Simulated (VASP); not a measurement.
Wanted: the native input for a VASP 6.6.1 run.

```
Task                   : single point
Functional             : PBE
Potentials or basis    : VASP PAW PBE potentials, release 64 (Zr_sv)
Cutoff                 : 520 eV
k mesh                 : 9 × 9 × 5
Occupations            : gaussian, width 0.019 eV
Spin                   : no spin polarisation
Dipole correction      : no
Further INCAR settings : ALGO = Normal; EDIFF = 1e-06; NBANDS = 19
```

The structure of Zr lies in POSCAR:

```
Zr
1.0
    3.2320000000      0.0000000000      0.0000000000
   -1.6160000000      2.7989941050      0.0000000000
    0.0000000000      0.0000000000      5.1470000000
Zr
2
Direct
    0.6666666667      0.3333333333      0.7500000000
    0.3333333333      0.6666666667      0.2500000000
```

The input as run:

INCAR

```
SYSTEM = Zr
ALGO = Normal
EDIFF = 1E-6
ENCUT = 520
GGA = PE
ISIF = 2
ISMEAR = 0
LASPH = .TRUE.
LCHARG = .FALSE.
LREAL = .FALSE.
LWAVE = .FALSE.
NBANDS = 19
NELM = 100
PREC = Accurate
SIGMA = 0.019000000000000003
```

KPOINTS

```
k-points
0
G
  9 9 5
  0 0 0
```

Potentials or basis: VASP PAW PBE potentials, release 64 (Zr_sv).

Command:

```console
$ cat potpaw_PBE.64/Zr_sv/POTCAR > POTCAR
$ mpirun -np 1 vasp_std > vasp.out
```

It gave:

| Quantity | Value |
| --- | --- |
| Pressure | 0.6 GPa |
| Band gap on the k mesh | zero (band 12 reaches 9.85 eV, above the bottom of band 13 at 8.74 eV) |

It took 32 s on 1 thread of Intel Xeon 8259CL, on a shared host, peak memory 0.17 GiB.
